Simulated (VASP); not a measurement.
# In2GeO3 (P-3m1) in VASP: a series of runs, part 2 of 2

VASP 6.6.1. Earlier steps stand in the parts before.

## Step 3: Single point, PBE

This run uses another cell than the first one, of 16.46 Å³/atom.

The input, INCAR:

```
SYSTEM = In2GeO3
  PREC = Accurate
  ENCUT = 520
  EDIFF = 1E-6
  ISMEAR = 0
  SIGMA = 0.1
  LREAL = .FALSE.
  LASPH = .TRUE.
  NELM = 100
  ALGO = Normal
  ISIF = 2
  LWAVE = .FALSE.
  LCHARG = .FALSE.
  GGA = PE
  NBANDS = 38
```

The input, KPOINTS:

```
regular mesh
0
G
  6 6 4
  0 0 0
```

The input, POSCAR:

```
In2GeO3
1.0
    3.9942966500      0.0000000000      0.0000000000
   -1.9971483300      3.4591623700      0.0000000000
    0.0000000000      0.0000000000      7.1492564100
In Ge O
2 1 3
Direct
    0.6666666700      0.3333333300      0.6847193800
    0.3333333300      0.6666666700      0.3152806200
    0.0000000000      0.0000000000      0.0000000000
    0.6666666700      0.3333333300      0.3561005300
    0.3333333300      0.6666666700      0.6438994700
    0.0000000000      0.0000000000      0.5000000000
```

Potentials or basis: VASP PAW PBE potentials, release 64 (In_d, Ge_d, O).

Run with:

```sh
$ cat potpaw_PBE.64/In_d/POTCAR potpaw_PBE.64/Ge_d/POTCAR potpaw_PBE.64/O/POTCAR > POTCAR
$ mpirun -np 1 vasp_std > vasp.out
```

OUTCAR:

```text
SYSTEM = In2GeO3
   PREC = Accurate
   ENCUT = 520
   EDIFF = 1E-6
   ISMEAR = 0
   LREAL = .FALSE.
   LASPH = .TRUE.
   NELM = 100
   ISIF = 2
   GGA = PE

 ion  position               nearest neighbor table
   1  0.667  0.333  0.685-   5 2.32   5 2.32   5 2.32   4 2.35   6 2.66   6 2.66   6 2.66   3 3.22
                             3 3.22   3 3.22   2 3.51   2 3.51   2 3.51
   2  0.333  0.667  0.315-   4 2.32   4 2.32   4 2.32   5 2.35   6 2.66   6 2.66   6 2.66   3 3.22
                             3 3.22   3 3.22   1 3.51   1 3.51   1 3.51
   3  0.000  0.000  0.000-   1 3.22   2 3.22   1 3.22   2 3.22   1 3.22   2 3.22
   4  0.667  0.333  0.356-   2 2.32   2 2.32   2 2.32   1 2.35
   5  0.333  0.667  0.644-   1 2.32   1 2.32   1 2.32   2 2.35
   6  0.000  0.000  0.500-   1 2.66   2 2.66   1 2.66   2 2.66   1 2.66   2 2.66

  LATTYP: Found a hexagonal cell.
 ALAT       =     3.9942966500
 C/A-ratio  =     1.7898661608

  Lattice vectors:

 A1 = (   3.9942966500,   0.0000000000,   0.0000000000)
 A2 = (  -1.9971483300,   3.4591623700,   0.0000000000)
 A3 = (   0.0000000000,   0.0000000000,   7.1492564100)

Analysis of symmetry for initial positions (statically):
=====================================================================
 Subroutine PRICEL returns:
 Original cell was already a primitive cell.

 Routine SETGRP: Setting up the symmetry group for a
 hexagonal supercell.

 Subroutine GETGRP returns: Found 12 space group operations
 (whereof 12 operations were pure point group operations)
 out of a pool of 24 trial point group operations.

The static configuration has the point symmetry D_3d.

Analysis of symmetry for dynamics (positions and initial velocities):
=====================================================================
 Subroutine PRICEL returns:
 Original cell was already a primitive cell.

 Routine SETGRP: Setting up the symmetry group for a
 hexagonal supercell.

 Subroutine GETGRP returns: Found 12 space group operations
 (whereof 12 operations were pure point group operations)
 out of a pool of 24 trial point group operations.

The dynamic configuration has the point symmetry D_3d.

 Subroutine INISYM returns: Found 12 space group operations
 (whereof 12 operations are pure point group operations),
 and found     1 'primitive' translations

----------------------------------------------------------------------------------------

                                     Primitive cell

  volume of cell :      98.7807

  direct lattice vectors                    reciprocal lattice vectors
     3.994296650  0.000000000  0.000000000     0.250356968  0.144543663  0.000000000
    -1.997148330  3.459162370  0.000000000     0.000000000  0.289087326  0.000000000
     0.000000000  0.000000000  7.149256410     0.000000000  0.000000000  0.139874687

  length of vectors
     3.994296650  3.994296653  7.149256410     0.289087326  0.289087326  0.139874687

  position of ions in fractional coordinates (direct lattice)
     0.666666670  0.333333330  0.684719380
     0.333333330  0.666666670  0.315280620
     0.000000000  0.000000000  0.000000000
     0.666666670  0.333333330  0.356100530
     0.333333330  0.666666670  0.643899470
     0.000000000  0.000000000  0.500000000

  ion indices of the primitive-cell ions
   primitive index   ion index
                 1           1
                 2           2
                 3           3
[... 35 lines left out ...]
  0.500000  0.000000  0.000000      3.000000
  0.166667  0.166667  0.000000      6.000000
  0.333333  0.166667  0.000000     12.000000
[... 16 lines left out ...]
  0.333333  0.166667  0.500000     12.000000
  0.333333  0.333333  0.500000      2.000000
   k-points           NKPTS =     24   k-points in BZ     NKDIM =     24   number of bands    NBANDS=     38
   number of dos      NEDOS =    301   number of ions     NIONS =      6
   total plane-waves  NPLWV =  48600
   dimension x,y,z NGX =    30 NGY =   30 NGZ =   54
   dimension x,y,z NGXF=    60 NGYF=   60 NGZF=  108
   ions per type =               2   1   3
   NGX,Y,Z   is equivalent  to a cutoff of  12.49, 12.49, 12.56 a.u.
   NGXF,Y,Z  is equivalent  to a cutoff of  24.97, 24.97, 25.11 a.u.
 SYSTEM =  In2GeO3
   PREC   = accura    normal or accurate (medium, high low for compatibility)
   ISTART =      0    job   : 0-new  1-cont  2-samecut
   ICHARG =      2    charge: 1-file 2-atom 10-const
   ISPIN  =      1    spin polarized calculation?
   LNONCOLLINEAR =      F non collinear calculations
   LSORBIT =      F    spin-orbit coupling
   LASPH  =      T    aspherical Exc in radial PAW
   ENCUT  =  520.0 eV  38.22 Ry    6.18 a.u.   7.43  7.43 13.29*2*pi/ulx,y,z
   NELM   =    100;   NELMIN=  2; NELMDL= -5     # of ELM steps
   EDIFF  = 0.1E-05   stopping-criterion for ELM
   LREAL  =      F    real-space projection
   EDIFFG = 0.1E-04   stopping-criterion for IOM
   NSW    =      0    number of steps for IOM
   IBRION =     -1    ionic relax: 0-MD 1-quasi-New 2-CG
   NFREE  =      0    steps in history (QN), initial steepest desc. (CG)
   ISIF   =      2    stress and relaxation
   ISYM   =      2    0-nonsym 1-usesym 2-fastsym
   POTIM  = 0.5000    time-step for ionic-motion
   TEBEG  =    0.0;   TEEND  =   0.0 temperature during run
   PSTRESS=    0.0 pullay stress
   NELECT =      58.0000    total number of electrons
   NUPDOWN=      -1.0000    fix difference up-down
   EMIN   =  10.00;   EMAX   =-10.00  energy-range for DOS
   EFERMI =   0.00;   METHOD = LEGACY
   ISMEAR =     0;   SIGMA  =   0.10  broadening in eV -4-tet -1-fermi 0-gaus
   EFERMI_NEDOS =   21; number of points for ismear=-14 and -15
   IALGO  =     38    algorithm
   IMIX   =      4    mixing-type and parameters
     AMIX     =   0.40;   BMIX     =  1.00
     AMIX_MAG =   1.60;   BMIX_MAG =  1.00
  volume/ion in A,a.u.               =      16.46       111.10
  Fermi-wavevector in a.u.,A,eV,Ry     =   1.370861  2.590552 25.568886  1.879260
  Thomas-Fermi vector in A             =   2.496610
   LORBIT       =      0    0 simple, 1 ext, 2 COOP (PROOUT), +10 PAW based schemes
   GGA     = PE    functional components
   LHFCALC =     F    Hartree Fock is set to
   AEXX    =    0.0000 exact exchange contribution
   IVDW    =     0    specifies the selected vdW correction
   LEPSILON=     F    determine dielectric tensor
   LRPA    =     F    only Hartree local field effects (RPA)
 non-spin polarized calculation
 Gauss-broadening in eV      SIGMA  =   0.10
  energy-cutoff  :      520.00
  volume of cell :       98.78
 maximum number of plane-waves:      2697
 NGX is ok and might be reduce to    30
   NGX = 15   NGY = 15   NGZ = 27

 number of electron      57.9999997 magnetization

 Free energy of the ion-electron system (eV)
  ---------------------------------------------------
  ext. energy  EPLUGINS =         0.00000000
  ---------------------------------------------------
  free energy    TOTEN  =       -26.10448385 eV

  energy without entropy =      -26.08044684  energy(sigma->0) =      -26.09246535

 E-fermi :   4.9876     XC(G=0): -10.4843

 val. band max:        4.9801544301   @ k =   0.5000   0.0000   0.0000
 cond. band min:       4.9876833123   @ k =   0.3333   0.0000   0.2500
 fundamental gap:      0.0075288822
 Fermi energy:         4.9875798126

 k-point     1 :       0.0000    0.0000    0.0000
  band No.  band energies     occupation
      1     -20.2122      2.00000
      2     -20.2024      2.00000
      3     -20.2024      2.00000
      4     -20.1684      2.00000
      5     -20.1684      2.00000
      6     -13.1470      2.00000
[... 973 lines left out ...]
     37      13.4885      0.00000
     38      13.4885      0.00000

------------------------ aborting loop because EDIFF is reached ----------------------------------------

  FORCE on cell =-STRESS in cart. coord.  units (eV):
  Direction    XX          YY          ZZ          XY          YZ          ZX
  --------------------------------------------------------------------------------------
  -------------------------------------------------------------------------------------
  Total       -5.6167044     -5.6167044     -4.1708639      0.0000000     -0.0000000      0.0000000
  in kB      -91.1003429    -91.1003430    -67.6494801      0.0000001     -0.0000000      0.0000000
  external PRESSURE =     -83.2833887 kB  Pullay stress =       0.0000000 kB

 VOLUME and BASIS-vectors are now :
 -----------------------------------------------------------------------------
  energy-cutoff  :      520.00
  volume of cell :       98.78
      direct lattice vectors                 reciprocal lattice vectors
     3.994296650  0.000000000  0.000000000     0.250356968  0.144543663  0.000000000
    -1.997148330  3.459162370  0.000000000     0.000000000  0.289087326  0.000000000
     0.000000000  0.000000000  7.149256410     0.000000000  0.000000000  0.139874687

 POSITION                                       TOTAL-FORCE (eV/Angst)
 -----------------------------------------------------------------------------------
      1.99715      1.15305      4.89523         0.000000     -0.000000     -1.680242
     -0.00000      2.30611      2.25402        -0.000000      0.000000      1.680242
      0.00000      0.00000      0.00000        -0.000000      0.000000      0.000000
      1.99715      1.15305      2.54585        -0.000000      0.000000     -1.068867
     -0.00000      2.30611      4.60340         0.000000      0.000000      1.068867
      0.00000      0.00000      3.57463        -0.000000      0.000000      0.000000
 -----------------------------------------------------------------------------------
    total drift:                               -0.000000      0.000000      0.000000

  FREE ENERGIE OF THE ION-ELECTRON SYSTEM (eV)
  ---------------------------------------------------
  free  energy   TOTEN  =       -26.1044838525 eV

  energy  without entropy=      -26.0804468378  energy(sigma->0) =      -26.09246535
```

Wall time 4.2 min (1 thread of Intel Xeon 8259CL, shared host); peak memory 0.26 GiB.

What came out:

* Free energy: -26.1045 eV
* Pressure: -8.3 GPa
* Largest force: 1.680 eV/Å
* Band gap on the k mesh: zero (bands 29 and 30 overlap by 0.22 eV)

Forces on the atoms (eV/Å):
```
In   0.000  0.000 -1.680
In   0.000  0.000  1.680
Ge   0.000  0.000  0.000
O    0.000  0.000 -1.069
O    0.000  0.000  1.069
O    0.000  0.000  0.000
```

Levels at points of the mesh, in eV from the Fermi level:
```csv
k point,band 26,band 27,band 28,band 29,band 30,band 31,band 32,band 33
"(0.00, 0.00, 0.00)",-1.48,-0.82,-0.82,-0.08,-0.07,2.13,2.13,4.13
"(0.50, 0.00, 0.00)",-2.08,-0.59,-0.06,-0.01,0.74,0.87,1.27,3.77
"(0.00, 0.00, 0.50)",-2.38,-1.48,-0.82,-0.82,2.06,2.06,2.30,3.69
"(0.50, 0.00, 0.50)",-1.78,-1.50,-0.07,0.05,0.47,1.22,1.24,3.12
```

Caveat: the cell stands under tension; spin-orbit coupling is left out, which moves the levels of the heavy elements; forces of over 1 eV/Å act on the atoms, so gaps and moduli don't describe the material at rest.
